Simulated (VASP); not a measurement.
# Mg3ZnS4 (I4/mmm) in VASP: single point with PBE

Aim: the single point of Mg3ZnS4 with PBE.

Program: VASP 6.6.1. These are calculated values, not measurements. Logs are shortened: lines on timing, memory, paths and dates and some standing lists are left out, and cuts for length are marked.

### 1 The cell of the first run

It takes space group I4/mmm (No. 139, tetragonal). The conventional cell has a = 5.206 Å, b = 5.206 Å, c = 10.385 Å, α = 90.00°, β = 90.00°, γ = 90.00°. Within 3.4 Å of Mg (site symmetry -4m2) lie 6 S at 2.60 Å. Within 3.4 Å of Mg (site symmetry 4/mmm) lie 6 S at 2.60 to 2.64 Å. Within 3.4 Å of Zn (site symmetry 4/mmm) lie 6 S at 2.55 to 2.60 Å. Within 3.4 Å of S (site symmetry mmm) lie 4 Mg at 2.60 Å and 2 Zn at 2.60 Å. S (site symmetry 4mm) has 1 Zn at 2.55 Å and 5 Mg at 2.60 to 2.64 Å within 3.4 Å.

### 2 Single point, PBE

The input, INCAR:

```
SYSTEM = Mg3ZnS4
PREC = Accurate
ENCUT = 520
EDIFF = 1E-7
ISMEAR = 0
SIGMA = 0.1
LREAL = .FALSE.
LASPH = .TRUE.
NELM = 100
ALGO = Normal
ISIF = 2
LWAVE = .FALSE.
LCHARG = .TRUE.
GGA = PE
LELF = .TRUE.
LVHAR = .TRUE.
NBANDS = 31
```

The input, KPOINTS:

```
regular mesh
0
G
  6 6 6
  0 0 0
```

The input, POSCAR:

```
Mg3ZnS4
1.0
   -2.6032072000      2.6032072000      5.1927375000
    2.6032072000     -2.6032072000      5.1927375000
    2.6032072000      2.6032072000     -5.1927375000
Mg Zn S
3 1 4
Direct
    0.7500000000      0.2500000000      0.5000000000
    0.2500000000      0.7500000000      0.5000000000
    0.5000000000      0.5000000000      0.0000000000
    0.0000000000      0.0000000000      0.0000000000
    0.5000000000      0.0000000000      0.5000000000
    0.0000000000      0.5000000000      0.5000000000
    0.2456060000      0.2456060000      0.0000000000
    0.7543940000      0.7543940000      0.0000000000
```

Potentials or basis: VASP PAW PBE potentials, release 64 (Mg, Zn, S).

Started as:

```sh
> cat potpaw_PBE.64/Mg/POTCAR potpaw_PBE.64/Zn/POTCAR potpaw_PBE.64/S/POTCAR > POTCAR
> mpirun -np 1 vasp_std > vasp.out
```

OUTCAR:

```text
SYSTEM = Mg3ZnS4
   PREC = Accurate
   ENCUT = 520
   EDIFF = 1E-7
   ISMEAR = 0
   LREAL = .FALSE.
   LASPH = .TRUE.
   NELM = 100
   ISIF = 2
   GGA = PE

 ion  position               nearest neighbor table
   1  0.750  0.250  0.500-   5 2.60   6 2.60   8 2.60   7 2.60   8 2.60   7 2.60
   2  0.250  0.750  0.500-   5 2.60   6 2.60   8 2.60   7 2.60   8 2.60   7 2.60
   3  0.500  0.500  0.000-   5 2.60   6 2.60   5 2.60   6 2.60   7 2.64   8 2.64
   4  0.000  0.000  0.000-   7 2.55   8 2.55   5 2.60   6 2.60   6 2.60   5 2.60
   5  0.500  0.000  0.500-   1 2.60   2 2.60   3 2.60   4 2.60   3 2.60   4 2.60
   6  0.000  0.500  0.500-   1 2.60   2 2.60   3 2.60   4 2.60   4 2.60   3 2.60
   7  0.246  0.246  0.000-   4 2.55   2 2.60   1 2.60   1 2.60   2 2.60   3 2.64
   8  0.754  0.754  0.000-   4 2.55   2 2.60   1 2.60   1 2.60   2 2.60   3 2.64

  LATTYP: Found a body centered tetragonal cell.
 ALAT       =     5.2064144000
 C/A-ratio  =     1.9947461347

  Lattice vectors:

 A1 = (  -2.6032072000,   2.6032072000,   5.1927375000)
 A2 = (   2.6032072000,  -2.6032072000,   5.1927375000)
 A3 = (   2.6032072000,   2.6032072000,  -5.1927375000)

Analysis of symmetry for initial positions (statically):
=====================================================================
 Subroutine PRICEL returns:
 Original cell was already a primitive cell.

 Routine SETGRP: Setting up the symmetry group for a
 body centered tetragonal supercell.

 Subroutine GETGRP returns: Found 16 space group operations
 (whereof 16 operations were pure point group operations)
 out of a pool of 16 trial point group operations.

The static configuration has the point symmetry D_4h.

Analysis of symmetry for dynamics (positions and initial velocities):
=====================================================================
 Subroutine PRICEL returns:
 Original cell was already a primitive cell.

 Routine SETGRP: Setting up the symmetry group for a
 body centered tetragonal supercell.

 Subroutine GETGRP returns: Found 16 space group operations
 (whereof 16 operations were pure point group operations)
 out of a pool of 16 trial point group operations.

The dynamic configuration has the point symmetry D_4h.

 Subroutine INISYM returns: Found 16 space group operations
 (whereof 16 operations are pure point group operations),
 and found     1 'primitive' translations

----------------------------------------------------------------------------------------

                                     Primitive cell

  volume of cell :     140.7582

  direct lattice vectors                    reciprocal lattice vectors
    -2.603207200  2.603207200  5.192737500     0.000000000  0.192070766  0.096288326
     2.603207200 -2.603207200  5.192737500     0.192070766  0.000000000  0.096288326
     2.603207200  2.603207200 -5.192737500     0.192070766  0.192070766  0.000000000

  length of vectors
     6.365367090  6.365367090  6.365367090     0.214854883  0.214854883  0.271629082

  position of ions in fractional coordinates (direct lattice)
     0.750000000  0.250000000  0.500000000
     0.250000000  0.750000000  0.500000000
     0.500000000  0.500000000  0.000000000
     0.000000000  0.000000000  0.000000000
     0.500000000  0.000000000  0.500000000
     0.000000000  0.500000000  0.500000000
     0.245606000  0.245606000  0.000000000
     0.754394000  0.754394000  0.000000000

  ion indices of the primitive-cell ions
   primitive index   ion index
                 1           1
                 2           2
                 3           3
                 4           4
                 5           5
                 6           6
                 7           7
                 8           8

----------------------------------------------------------------------------------------

 KPOINTS: regular mesh

Automatic generation of k-mesh.
 Grid dimensions read from file:
 generate k-points for:    6    6    6

 Generating k-lattice:

  Cartesian coordinates                     Fractional coordinates (reciprocal lattice)
     0.000000000  0.032011794  0.016048054     0.166666667  0.000000000 -0.000000000
     0.032011794  0.000000000  0.016048054     0.000000000  0.166666667 -0.000000000
     0.032011794  0.032011794  0.000000000     0.000000000  0.000000000  0.166666667

  Length of vectors
     0.035809147  0.035809147  0.045271514

  Shift w.r.t. Gamma in fractional coordinates (k-lattice)
     0.000000000  0.000000000  0.000000000

 Subroutine IBZKPT returns following result:
 ===========================================

 Found     30 irreducible k-points:

 Following reciprocal coordinates:
            Coordinates               Weight
  0.000000  0.000000  0.000000      1.000000
  0.166667  0.000000  0.000000      8.000000
  0.333333  0.000000 -0.000000      8.000000
  0.500000  0.000000 -0.000000      4.000000
  0.166667  0.166667 -0.000000      8.000000
  0.333333  0.166667 -0.000000     16.000000
[... 16 lines left out ...]
 -0.333333 -0.333333  0.166667      8.000000
 -0.166667 -0.333333  0.166667      8.000000
 [... further k-points ...]
   k-points           NKPTS =     30   k-points in BZ     NKDIM =     30   number of bands    NBANDS=     31
   number of dos      NEDOS =    301   number of ions     NIONS =      8
   total plane-waves  NPLWV = 110592
   dimension x,y,z NGX =    48 NGY =   48 NGZ =   48
   dimension x,y,z NGXF=    96 NGYF=   96 NGZF=   96
   ions per type =               3   1   4
   NGX,Y,Z   is equivalent  to a cutoff of  12.54, 12.54, 12.54 a.u.
   NGXF,Y,Z  is equivalent  to a cutoff of  25.07, 25.07, 25.07 a.u.
 SYSTEM =  Mg3ZnS4
   PREC   = accura    normal or accurate (medium, high low for compatibility)
   ISTART =      0    job   : 0-new  1-cont  2-samecut
   ICHARG =      2    charge: 1-file 2-atom 10-const
   ISPIN  =      1    spin polarized calculation?
   LNONCOLLINEAR =      F non collinear calculations
   LSORBIT =      F    spin-orbit coupling
   LASPH  =      T    aspherical Exc in radial PAW
   ENCUT  =  520.0 eV  38.22 Ry    6.18 a.u.  11.84 11.84 11.84*2*pi/ulx,y,z
   NELM   =    100;   NELMIN=  2; NELMDL= -5     # of ELM steps
   EDIFF  = 0.1E-06   stopping-criterion for ELM
   LREAL  =      F    real-space projection
   EDIFFG = 0.1E-05   stopping-criterion for IOM
   NSW    =      0    number of steps for IOM
   IBRION =     -1    ionic relax: 0-MD 1-quasi-New 2-CG
   NFREE  =      0    steps in history (QN), initial steepest desc. (CG)
   ISIF   =      2    stress and relaxation
   ISYM   =      2    0-nonsym 1-usesym 2-fastsym
   POTIM  = 0.5000    time-step for ionic-motion
   TEBEG  =    0.0;   TEEND  =   0.0 temperature during run
   PSTRESS=    0.0 pullay stress
   NELECT =      42.0000    total number of electrons
   NUPDOWN=      -1.0000    fix difference up-down
   EMIN   =  10.00;   EMAX   =-10.00  energy-range for DOS
   EFERMI =   0.00;   METHOD = LEGACY
   ISMEAR =     0;   SIGMA  =   0.10  broadening in eV -4-tet -1-fermi 0-gaus
   EFERMI_NEDOS =   21; number of points for ismear=-14 and -15
   IALGO  =     38    algorithm
   IMIX   =      4    mixing-type and parameters
     AMIX     =   0.40;   BMIX     =  1.00
     AMIX_MAG =   1.60;   BMIX_MAG =  1.00
  volume/ion in A,a.u.               =      17.59       118.74
  Fermi-wavevector in a.u.,A,eV,Ry     =   1.093956  2.067278 16.282642  1.196740
  Thomas-Fermi vector in A             =   2.230252
   LORBIT       =      0    0 simple, 1 ext, 2 COOP (PROOUT), +10 PAW based schemes
   GGA     = PE    functional components
   LHFCALC =     F    Hartree Fock is set to
   AEXX    =    0.0000 exact exchange contribution
   IVDW    =     0    specifies the selected vdW correction
   LEPSILON=     F    determine dielectric tensor
   LRPA    =     F    only Hartree local field effects (RPA)
 non-spin polarized calculation
 Gauss-broadening in eV      SIGMA  =   0.10
  energy-cutoff  :      520.00
  volume of cell :      140.76
 maximum number of plane-waves:      3818
   NGX = 23   NGY = 23   NGZ = 23

 number of electron      41.9999991 magnetization

 Free energy of the ion-electron system (eV)
  ---------------------------------------------------
  ext. energy  EPLUGINS =         0.00000000
  ---------------------------------------------------
  free energy    TOTEN  =       -31.67570831 eV

  energy without entropy =      -31.67570831  energy(sigma->0) =      -31.67570831

 E-fermi :   4.1778     XC(G=0):  -9.8937

 val. band max:        3.7286732396   @ k =   0.5000   0.5000  -0.0000
 cond. band min:       4.6688750062   @ k =   0.5000   0.5000   0.5000
 fundamental gap:      0.9402017667
 Fermi energy:         4.1778292261

 k-point     1 :       0.0000    0.0000    0.0000
  band No.  band energies     occupation
      1      -9.2310      2.00000
      2      -7.5522      2.00000
      3      -7.5234      2.00000
      4      -7.4698      2.00000
      5      -2.2298      2.00000
      6      -2.2298      2.00000
[... 23 lines left out ...]
     30      11.5138      0.00000
     31      11.5138      0.00000

 k-point     2 :       0.1667    0.0000    0.0000
  band No.  band energies     occupation
      1      -9.1158      2.00000
      2      -7.5888      2.00000
      3      -7.5688      2.00000
      4      -7.5301      2.00000
      5      -2.2648      2.00000
      6      -2.2322      2.00000
[... 23 lines left out ...]
     30      11.4100      0.00000
     31      11.9131      0.00000

 k-point     3 :       0.3333    0.0000   -0.0000
  band No.  band energies     occupation
      1      -8.7932      2.00000
      2      -7.8741      2.00000
      3      -7.6066      2.00000
      4      -7.5966      2.00000
      5      -2.3829      2.00000
      6      -2.2822      2.00000
[... 23 lines left out ...]
     30      10.8578      0.00000
     31      11.2590      0.00000

 k-point     4 :       0.5000    0.0000   -0.0000
  band No.  band energies     occupation
      1      -8.3841      2.00000
      2      -8.2805      2.00000
      3      -7.6289      2.00000
      4      -7.6166      2.00000
      5      -2.4685      2.00000
      6      -2.3094      2.00000
[... 23 lines left out ...]
     30      10.6901      0.00000
     31      10.7490      0.00000

 k-point     5 :       0.1667    0.1667   -0.0000
  band No.  band energies     occupation
      1      -8.9606      2.00000
      2      -7.6480      2.00000
      3      -7.6291      2.00000
      4      -7.6060      2.00000
      5      -2.2926      2.00000
      6      -2.2507      2.00000
[... 23 lines left out ...]
     30      11.6861      0.00000
     31      11.8652      0.00000
[... 542 lines left out ...]
     30      11.0430      0.00000
     31      11.4452      0.00000

 k-point    22 :      -0.1667    0.5000    0.1667
  band No.  band energies     occupation
      1      -8.5607      2.00000
      2      -8.0031      2.00000
      3      -7.8646      2.00000
      4      -7.5337      2.00000
      5      -2.4016      2.00000
      6      -2.2701      2.00000
[... 23 lines left out ...]
     30      10.9003      0.00000
     31      10.9505      0.00000

 k-point    23 :      -0.3333   -0.3333    0.1667
  band No.  band energies     occupation
      1      -8.7114      2.00000
      2      -7.9527      2.00000
      3      -7.6554      2.00000
      4      -7.6554      2.00000
      5      -2.3272      2.00000
      6      -2.2281      2.00000
[... 23 lines left out ...]
     30      11.0979      0.00000
     31      11.9266      0.00000

 k-point    24 :      -0.1667   -0.3333    0.1667
  band No.  band energies     occupation
      1      -8.9380      2.00000
      2      -7.8103      2.00000
      3      -7.6445      2.00000
      4      -7.5341      2.00000
      5      -2.3083      2.00000
      6      -2.2183      2.00000
[... 23 lines left out ...]
     30      11.6792      0.00000
     31      12.3100      0.00000

 [... further k-points ...]
[... 5 lines left out ...]
  --------------------------------------------------------------------------------------
  -------------------------------------------------------------------------------------
  Total       -0.2044995     -0.2044995     -0.1802821      0.0000000      0.0000000      0.0000000
  in kB       -2.3277110     -2.3277110     -2.0520562      0.0000000      0.0000000      0.0000000
  external PRESSURE =      -2.2358260 kB  Pullay stress =       0.0000000 kB

 VOLUME and BASIS-vectors are now :
 -----------------------------------------------------------------------------
  energy-cutoff  :      520.00
  volume of cell :      140.76
      direct lattice vectors                 reciprocal lattice vectors
    -2.603207200  2.603207200  5.192737500     0.000000000  0.192070766  0.096288326
     2.603207200 -2.603207200  5.192737500     0.192070766  0.000000000  0.096288326
     2.603207200  2.603207200 -5.192737500     0.192070766  0.192070766  0.000000000

 POSITION                                       TOTAL-FORCE (eV/Angst)
 -----------------------------------------------------------------------------------
      0.00000      2.60321      2.59637         0.000000      0.000000      0.000000
      2.60321      0.00000      2.59637         0.000000      0.000000      0.000000
      0.00000      0.00000      5.19274         0.000000      0.000000      0.000000
      0.00000      0.00000      0.00000         0.000000      0.000000      0.000000
      0.00000      2.60321      0.00000         0.000000      0.000000      0.000000
      2.60321      0.00000      0.00000         0.000000      0.000000      0.000000
      0.00000      0.00000      2.55073        -0.000000     -0.000000      0.015722
      0.00000      0.00000      7.83474         0.000000      0.000000     -0.015722
 -----------------------------------------------------------------------------------
    total drift:                                0.000000      0.000000      0.000000

  FREE ENERGIE OF THE ION-ELECTRON SYSTEM (eV)
  ---------------------------------------------------
  free  energy   TOTEN  =       -31.6757083083 eV

  energy  without entropy=      -31.6757083083  energy(sigma->0) =      -31.67570831
```

It took 2.6 min on 1 thread of Intel Xeon Platinum 8259CL at 2.50GHz (Skylake/Cascade Lake), shared host; peak memory 0.39 GiB.

Results:

- Free energy: -31.6757 eV
- Pressure: -0.2 GPa
- Largest force: 0.016 eV/Å
- Band gap on the k mesh: 0.94 eV, indirect (least direct gap 1.71 eV)

Forces on the atoms (eV/Å):
```
Mg   0.000  0.000  0.000
Mg   0.000  0.000  0.000
Mg   0.000  0.000  0.000
Zn   0.000  0.000  0.000
S    0.000  0.000  0.000
S    0.000  0.000  0.000
S    0.000  0.000  0.016
S    0.000  0.000 -0.016
```
